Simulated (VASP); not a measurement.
Wanted: the native input for a VASP 6.6.1 run.

- Task: single point
- Functional: r2SCAN
- Potentials or basis: VASP PAW PBE potentials, release 64 (Sn_d, Se)
- Cutoff: 520 eV
- k mesh: 12 × 12 × 12
- Occupations: gaussian, width 0.05 eV
- Spin: no spin polarisation
- Dipole correction: no
- Further INCAR settings: ALGO = Normal; EDIFF = 1e-07; NBANDS = 17

SnSe:

```
Sn Se
1.0
     0.00000    3.47479    2.25861
     3.47479    0.00000    2.25861
     3.47479    3.47479    0.00000
Sn Se
1 1
Direct
  0.00000 0.00000 0.00000
  0.50000 0.50000 0.50000
```

This cell differs from its parent crystal: ratio of the length along z to the lengths across it x 0.65, volume and fractional coordinates fixed.

These files were run (other wordings do the same):

POSCAR

```
SnSe
1.0
    0.0000000000      3.4747911765      2.2586142647
    3.4747911765      0.0000000000      2.2586142647
    3.4747911765      3.4747911765      0.0000000000
Sn Se
1 1
Direct
    0.0000000000      0.0000000000      0.0000000000
    0.5000000000      0.5000000000      0.5000000000
```

INCAR.step1

```
SYSTEM = SnSe
ALGO = Normal ; EDIFF = 1E-4
ENCUT = 520 ; GGA = PE
ISMEAR = 0 ; LASPH = .TRUE.
LCHARG = .FALSE. ; LREAL = .FALSE.
LWAVE = .TRUE. ; NBANDS = 17
NELM = 100 ; PREC = Accurate
SIGMA = 0.05
```

INCAR.step2

```
SYSTEM = SnSe
ALGO = Normal ; EDIFF = 1E-7
ENCUT = 520 ; ISIF = 2
ISMEAR = 0 ; ISTART = 1
LASPH = .TRUE. ; LCHARG = .FALSE.
LMIXTAU = .TRUE. ; LREAL = .FALSE.
LWAVE = .FALSE. ; METAGGA = R2SCAN
NBANDS = 17 ; NELM = 100
PREC = Accurate ; SIGMA = 0.05
```

KPOINTS

```
k-points
0
G
  12 12 12
  0 0 0
```

Potentials or basis: VASP PAW PBE potentials, release 64 (Sn_d, Se).

Command:

```console
$ cat potpaw_PBE.64/Sn_d/POTCAR potpaw_PBE.64/Se/POTCAR > POTCAR
$ cp INCAR.step1 INCAR
$ mpirun -np 1 vasp_std > vasp.out
$ cp INCAR.step2 INCAR
$ mpirun -np 1 vasp_std > vasp.out
```

It gave:

```json
{
 "Pressure": "24.8 GPa",
 "Band gap on the k mesh": "zero (bands 10 and 11 overlap by 1.79 eV)"
}
```

Caveat: the cell stands under pressure; the PAW data sets were made with another functional, which shifts forces and pressure a little; spin-orbit coupling is left out, which moves the levels of the heavy elements.

Wall time 3.7 min on 1 thread of Intel(R) Xeon(R) 6975P-C (Granite Rapids), with other jobs on the host, peak memory 0.32 GiB.
